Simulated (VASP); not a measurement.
# Te (Im-3m) in VASP: notebook

The runs below take Te through single point, with PBEsol.

All numbers are computed with VASP 6.6.1; they aren't measurements. Logs are shortened: lines on timing, memory, paths and dates and some standing lists are left out, and cuts for length are marked.

### 1 The cell of the first run

The structure is cubic, space group Im-3m (No. 229). Conventional cell: a = 2.787 Å, b = 2.787 Å, c = 2.787 Å, α = 90.00°, β = 90.00°, γ = 90.00°. Te (site symmetry m-3m) has 14 Te at 2.41 to 2.79 Å within 3.2 Å.

### 2 Single point, PBEsol (volume scaled by 0.4)

The input, INCAR:

```
SYSTEM = Te
  PREC = Accurate
  ENCUT = 500
  EDIFF = 1E-6
  ISMEAR = -1
  SIGMA = 0.05
  LREAL = .FALSE.
  LASPH = .TRUE.
  NELM = 120
  ALGO = Normal
  ISIF = 2
  LWAVE = .FALSE.
  LCHARG = .FALSE.
  GGA = PS
  NBANDS = 9
  GGA_COMPAT = .FALSE.
```

The input, KPOINTS:

```
regular mesh
0
G
  15 15 15
  0 0 0
```

The input, POSCAR:

```
Te
1.0
   -1.3934985476      1.3934985476      1.3934985476
    1.3934985476     -1.3934985476      1.3934985476
    1.3934985476      1.3934985476     -1.3934985476
Te
1
Direct
    0.0000000000      0.0000000000      0.0000000000
```

Potentials or basis: VASP PAW PBE potentials, release 64 (Te).

Command:

```sh
$ cat potpaw_PBE.64/Te/POTCAR > POTCAR
$ mpirun -np 1 vasp_std > vasp.out
```

OUTCAR:

```text
SYSTEM = Te
   PREC = Accurate
   ENCUT = 500
   EDIFF = 1E-6
   ISMEAR = -1
   LREAL = .FALSE.
   LASPH = .TRUE.
   NELM = 120
   ISIF = 2
   GGA = PS

 ion  position               nearest neighbor table
   1  0.000  0.000  0.000-

  LATTYP: Found a body centered cubic cell.
 ALAT       =     2.7869970952

  Lattice vectors:

 A1 = (  -1.3934985476,   1.3934985476,   1.3934985476)
 A2 = (   1.3934985476,  -1.3934985476,   1.3934985476)
 A3 = (   1.3934985476,   1.3934985476,  -1.3934985476)

Analysis of symmetry for initial positions (statically):
=====================================================================
 Subroutine PRICEL returns:
 Original cell was already a primitive cell.

 Routine SETGRP: Setting up the symmetry group for a
 body centered cubic supercell.

 Subroutine GETGRP returns: Found 48 space group operations
 (whereof 48 operations were pure point group operations)
 out of a pool of 48 trial point group operations.

The static configuration has the point symmetry O_h .

Analysis of symmetry for dynamics (positions and initial velocities):
=====================================================================
 Subroutine PRICEL returns:
 Original cell was already a primitive cell.

 Routine SETGRP: Setting up the symmetry group for a
 body centered cubic supercell.

 Subroutine GETGRP returns: Found 48 space group operations
 (whereof 48 operations were pure point group operations)
 out of a pool of 48 trial point group operations.

The dynamic configuration has the point symmetry O_h .

 Subroutine INISYM returns: Found 48 space group operations
 (whereof 48 operations are pure point group operations),
 and found     1 'primitive' translations

----------------------------------------------------------------------------------------

                                     Primitive cell

  volume of cell :      10.8238

  direct lattice vectors                    reciprocal lattice vectors
    -1.393498548  1.393498548  1.393498548     0.000000000  0.358809129  0.358809129
     1.393498548 -1.393498548  1.393498548     0.358809129  0.000000000  0.358809129
     1.393498548  1.393498548 -1.393498548     0.358809129  0.358809129  0.000000000

  length of vectors
     2.413610285  2.413610285  2.413610285     0.507432736  0.507432736  0.507432736

  position of ions in fractional coordinates (direct lattice)
     0.000000000  0.000000000  0.000000000

  ion indices of the primitive-cell ions
   primitive index   ion index
                 1           1

----------------------------------------------------------------------------------------

 KPOINTS: regular mesh

Automatic generation of k-mesh.
 Grid dimensions read from file:
 generate k-points for:   15   15   15

 Generating k-lattice:

  Cartesian coordinates                     Fractional coordinates (reciprocal lattice)
     0.000000000  0.023920609  0.023920609     0.066666667  0.000000000  0.000000000
     0.023920609  0.000000000  0.023920609     0.000000000  0.066666667  0.000000000
     0.023920609  0.023920609  0.000000000     0.000000000  0.000000000  0.066666667

  Length of vectors
     0.033828849  0.033828849  0.033828849

  Shift w.r.t. Gamma in fractional coordinates (k-lattice)
     0.000000000  0.000000000  0.000000000

 Subroutine IBZKPT returns following result:
 ===========================================

 Found    120 irreducible k-points:

 Following reciprocal coordinates:
            Coordinates               Weight
  0.000000  0.000000  0.000000      1.000000
  0.066667  0.000000  0.000000     12.000000
  0.133333  0.000000  0.000000     12.000000
  0.200000  0.000000  0.000000     12.000000
  0.266667  0.000000  0.000000     12.000000
  0.333333  0.000000  0.000000     12.000000
[... 16 lines left out ...]
  0.333333  0.200000  0.000000     48.000000
  0.400000  0.200000  0.000000     24.000000
 [... further k-points ...]
   k-points           NKPTS =    120   k-points in BZ     NKDIM =    120   number of bands    NBANDS=      9
   number of dos      NEDOS =    301   number of ions     NIONS =      1
   total plane-waves  NPLWV =   5832
   dimension x,y,z NGX =    18 NGY =   18 NGZ =   18
   dimension x,y,z NGXF=    36 NGYF=   36 NGZF=   36
   ions per type =               1
   NGX,Y,Z   is equivalent  to a cutoff of  12.40, 12.40, 12.40 a.u.
   NGXF,Y,Z  is equivalent  to a cutoff of  24.80, 24.80, 24.80 a.u.
 SYSTEM =  Te
   PREC   = accura    normal or accurate (medium, high low for compatibility)
   ISTART =      0    job   : 0-new  1-cont  2-samecut
   ICHARG =      2    charge: 1-file 2-atom 10-const
   ISPIN  =      1    spin polarized calculation?
   LNONCOLLINEAR =      F non collinear calculations
   LSORBIT =      F    spin-orbit coupling
   LASPH  =      T    aspherical Exc in radial PAW
   ENCUT  =  500.0 eV  36.75 Ry    6.06 a.u.   4.40  4.40  4.40*2*pi/ulx,y,z
   NELM   =    120;   NELMIN=  2; NELMDL= -5     # of ELM steps
   EDIFF  = 0.1E-05   stopping-criterion for ELM
   LREAL  =      F    real-space projection
   EDIFFG = 0.1E-04   stopping-criterion for IOM
   NSW    =      0    number of steps for IOM
   IBRION =     -1    ionic relax: 0-MD 1-quasi-New 2-CG
   NFREE  =      0    steps in history (QN), initial steepest desc. (CG)
   ISIF   =      2    stress and relaxation
   ISYM   =      2    0-nonsym 1-usesym 2-fastsym
   POTIM  = 0.5000    time-step for ionic-motion
   TEBEG  =    0.0;   TEEND  =   0.0 temperature during run
   PSTRESS=    0.0 pullay stress
   NELECT =       6.0000    total number of electrons
   NUPDOWN=      -1.0000    fix difference up-down
   EMIN   =  10.00;   EMAX   =-10.00  energy-range for DOS
   EFERMI =   0.00;   METHOD = LEGACY
   ISMEAR =    -1;   SIGMA  =   0.05  broadening in eV -4-tet -1-fermi 0-gaus
   EFERMI_NEDOS =   21; number of points for ismear=-14 and -15
   IALGO  =     38    algorithm
   IMIX   =      4    mixing-type and parameters
     AMIX     =   0.40;   BMIX     =  1.00
     AMIX_MAG =   1.60;   BMIX_MAG =  1.00
  volume/ion in A,a.u.               =      10.82        73.04
  Fermi-wavevector in a.u.,A,eV,Ry     =   1.344824  2.541349 24.606832  1.808551
  Thomas-Fermi vector in A             =   2.472786
   LORBIT       =      0    0 simple, 1 ext, 2 COOP (PROOUT), +10 PAW based schemes
   GGA     = PS    functional components
   LHFCALC =     F    Hartree Fock is set to
   AEXX    =    0.0000 exact exchange contribution
   IVDW    =     0    specifies the selected vdW correction
   LEPSILON=     F    determine dielectric tensor
   LRPA    =     F    only Hartree local field effects (RPA)
 non-spin polarized calculation
  energy-cutoff  :      500.00
  volume of cell :       10.82
 maximum number of plane-waves:       285
 NGX is ok and might be reduce to    18
   NGX =  9   NGY =  9   NGZ =  9

 number of electron       6.0000001 magnetization

 Free energy of the ion-electron system (eV)
  ---------------------------------------------------
  ext. energy  EPLUGINS =         0.00000000
  ---------------------------------------------------
  free energy    TOTEN  =         7.41119853 eV

  energy without entropy =        7.41484882  energy(sigma->0) =        7.41302367

 E-fermi :  28.7520     XC(G=0): -14.8856

 val. band max:       28.7167026631   @ k =  -0.4667  -0.4667   0.2667
 cond. band min:      28.8069989424   @ k =   0.2667   0.0667   0.0667
 fundamental gap:      0.0902962793
 Fermi energy:        28.7520338799

 k-point     1 :       0.0000    0.0000    0.0000
  band No.  band energies     occupation
      1       1.4606      2.00000
      2      37.3324      0.00000
      3      37.3324      0.00000
      4      37.3324      0.00000
      5      41.6134      0.00000
      6      41.6134      0.00000
      7      41.6134      0.00000
      8      42.2552      0.00000
      9      42.2552      0.00000

 k-point     2 :       0.0667    0.0000    0.0000
  band No.  band energies     occupation
      1       1.6547      2.00000
      2      36.0787      0.00000
      3      37.1100      0.00000
      4      37.1174      0.00000
      5      39.5967      0.00000
      6      39.7313      0.00000
      7      40.5872      0.00000
      8      42.7763      0.00000
      9      43.2088      0.00000

 k-point     3 :       0.1333    0.0000    0.0000
  band No.  band energies     occupation
      1       2.2391      2.00000
      2      32.8364      0.00000
      3      36.1018      0.00000
      4      36.6324      0.00000
      5      37.2951      0.00000
      6      38.6755      0.00000
      7      40.2647      0.00000
      8      43.7827      0.00000
      9      44.1516      0.00000

 k-point     4 :       0.2000    0.0000    0.0000
  band No.  band energies     occupation
      1       3.2186      2.00000
      2      28.9529      0.03536
      3      34.5517      0.00000
      4      35.0876      0.00000
      5      36.1365      0.00000
      6      38.1088      0.00000
      7      41.0847      0.00000
      8      44.2785      0.00000
      9      46.1346      0.00000
[... 205 lines left out ...]
 k-point    22 :       0.2667    0.2000   -0.0000
  band No.  band energies     occupation
      1       8.7757      2.00000
      2      20.4380      2.00000
      3      23.1751      2.00000
      4      30.4912      0.00000
      5      37.9137      0.00000
      6      40.9110      0.00000
      7      44.8904      0.00000
      8      48.0613      0.00000
      9      49.3661      0.00000

 k-point    23 :       0.3333    0.2000    0.0000
  band No.  band energies     occupation
      1      11.1566      2.00000
      2      17.0509      2.00000
      3      22.5449      2.00000
      4      29.9566      0.00000
      5      37.8932      0.00000
      6      41.7861      0.00000
      7      44.5846      0.00000
      8      47.3756      0.00000
      9      51.6488      0.00000

 k-point    24 :       0.4000    0.2000    0.0000
  band No.  band energies     occupation
      1      13.6465      2.00000
      2      14.2194      2.00000
      3      22.3330      2.00000
      4      29.7741      0.00000
      5      37.8746      0.00000
      6      42.3040      0.00000
      7      44.3938      0.00000
      8      46.7414      0.00000
      9      53.2043      0.00000

 [... further k-points ...]
[... 5 lines left out ...]
  --------------------------------------------------------------------------------------
  -------------------------------------------------------------------------------------
  Total       33.2888005     33.2888005     33.2888005      0.0000000      0.0000000     -0.0000000
  in kB     4927.5288601   4927.5288601   4927.5288601      0.0000000      0.0000000     -0.0000000
  external PRESSURE =    4927.5288601 kB  Pullay stress =       0.0000000 kB

 VOLUME and BASIS-vectors are now :
 -----------------------------------------------------------------------------
  energy-cutoff  :      500.00
  volume of cell :       10.82
      direct lattice vectors                 reciprocal lattice vectors
    -1.393498548  1.393498548  1.393498548     0.000000000  0.358809129  0.358809129
     1.393498548 -1.393498548  1.393498548     0.358809129  0.000000000  0.358809129
     1.393498548  1.393498548 -1.393498548     0.358809129  0.358809129  0.000000000

 POSITION                                       TOTAL-FORCE (eV/Angst)
 -----------------------------------------------------------------------------------
      0.00000      0.00000      0.00000        -0.000000      0.000000     -0.000000
 -----------------------------------------------------------------------------------
    total drift:                                0.000000      0.000000      0.000000

  FREE ENERGIE OF THE ION-ELECTRON SYSTEM (eV)
  ---------------------------------------------------
  free  energy   TOTEN  =         7.4111985309 eV

  energy  without entropy=        7.4148488161  energy(sigma->0) =        7.41302367
```

Wall time 23 s (1 thread of Intel Xeon 8259CL, shared host); peak memory 0.13 GiB.

What came out:

* Free energy: 7.4112 eV
* Pressure: 492.8 GPa
* Band gap on the k mesh: zero (band 3 reaches 37.33 eV, above the bottom of band 4 at 20.32 eV)

Caveat: the PAW data sets were made with another functional, which shifts forces and pressure a little; spin-orbit coupling is left out, which moves the levels of the heavy elements.

### 3 Single point, PBEsol (volume scaled by 0.75)

The input, INCAR:

```
SYSTEM = Te
ALGO = Normal
EDIFF = 1E-6
ENCUT = 500
GGA = PS
GGA_COMPAT = .False.
ISIF = 2
ISMEAR = -1
LASPH = .True.
LCHARG = .True.
LELF = .True.
LREAL = .False.
LVHAR = .True.
LWAVE = .False.
NBANDS = 9
NELM = 120
PREC = Accurate
SIGMA = 0.05
```

The input, KPOINTS:

```
k-points
0
Gamma
  15 15 15
  0 0 0
```

The input, POSCAR:

```
Te
1.0
   -1.7183314718      1.7183314718      1.7183314718
    1.7183314718     -1.7183314718      1.7183314718
    1.7183314718      1.7183314718     -1.7183314718
Te
1
Direct
    0.0000000000      0.0000000000      0.0000000000
```

Potentials or basis: VASP PAW PBE potentials, release 64 (Te).

Command:

```sh
$ cat potpaw_PBE.64/Te/POTCAR > POTCAR
$ mpirun -np 1 vasp_std > vasp.out
```

It took 35 s on 1 thread of Intel Xeon 8259CL, shared host; peak memory 0.15 GiB.

It converged, with:

* Free energy: -2.7071 eV
* Pressure: 36.4 GPa
* Band gap on the k mesh: zero (band 3 reaches 18.41 eV, above the bottom of band 4 at 8.88 eV)

Levels at points of the mesh, in eV from the Fermi level:
```tsv
k point	band 1	band 2	band 3	band 4	band 5	band 6	band 7	band 8
(0.00, 0.00, 0.00)	-17.31	5.13	5.13	5.13	10.69	10.69	10.69	11.42
```

Caveat: the PAW data sets were made with another functional, which shifts forces and pressure a little; spin-orbit coupling is left out, which moves the levels of the heavy elements.
